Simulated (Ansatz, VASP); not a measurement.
# LiCl: VASP beside Ansatz

The input POSCAR:

```
LiCl
1.0
    0.0448833000      2.5647600000      2.5647600000
    2.6096433000      0.0000000000      2.6096433000
    2.5647600000      2.5647600000      0.0448833000
Li Cl
1 1
Direct
    0.0000000000      0.0000000000      0.0000000000
    0.5000000000      0.5000000000      0.5000000000
```

Contents of INCAR.step1:

```
SYSTEM = LiCl
ALGO = Normal
EDIFF = 1E-4
ENCUT = 520
GGA = PE
ISMEAR = 0
LASPH = .TRUE.
LCHARG = .FALSE.
LREAL = .FALSE.
LWAVE = .TRUE.
NBANDS = 12
NELM = 100
PREC = Accurate
SIGMA = 0.05
```

INCAR.step2

```
SYSTEM = LiCl
ALGO = Normal
EDIFF = 1E-6
ENCUT = 520
ISIF = 2
ISMEAR = 0
ISTART = 1
LASPH = .TRUE.
LCHARG = .FALSE.
LMIXTAU = .TRUE.
LREAL = .FALSE.
LWAVE = .FALSE.
METAGGA = R2SCAN
NBANDS = 12
NELM = 100
PREC = Accurate
SIGMA = 0.05
```

The input KPOINTS:

```
k-points
0
G
  8 8 8
  0 0 0
```

Input for Ansatz:

```yaml
crystal:
  lattice:
    - [0.0448833, 2.56476, 2.56476]
    - [2.6096433, 0.0, 2.6096433]
    - [2.56476, 2.56476, 0.0448833]
  atoms:
    - { symbol: Li, position: [0.0, 0.0, 0.0] }
    - { symbol: Cl, position: [0.5, 0.5, 0.5] }
basis:
  ecutwfc: 500
kpoints:
  mp_grid: { grid: [8, 8, 8] }
hamiltonian:
  xc: r2scan
scf:
  occupations: { method: gaussian, width: 0.05 }
output:
  forces: true
  stress: true
  eigenvalues: true
```

Change from the starting cell: strain +0.0350 x Voigt [0, 0, 0, 0, 1, 0], atoms carried along.

Alike in both runs: task single point; functional r2SCAN; k mesh 8 × 8 × 8; occupations gaussian, width 0.05 eV; no spin polarisation.

|  | VASP | Ansatz |
| --- | --- | --- |
| version | VASP 6.6.1 | Ansatz 0.2.0 |
| potentials or method | VASP PAW PBE potentials, release 64 (Li_sv, Cl), cutoff 520 eV | scalar-relativistic, plane waves, PAW |
| valence electrons in the cell | 10 | 10 |

Ansatz gave:

```
gap on the k mesh at the Fermi level (eV) : 7.11
least direct gap on the mesh (eV)         : 7.11
```

Estimate VASP's values.

gap on the k mesh at the Fermi level (eV): 7.18; least direct gap on the mesh (eV): 7.18.

VASP's potentials were made for PBE, not for r2SCAN. The functional is the same, so the differences come from potentials, cutoffs and numerics.

Noted on VASP's run: the cutoff is short for stress, so the pressure is rough.
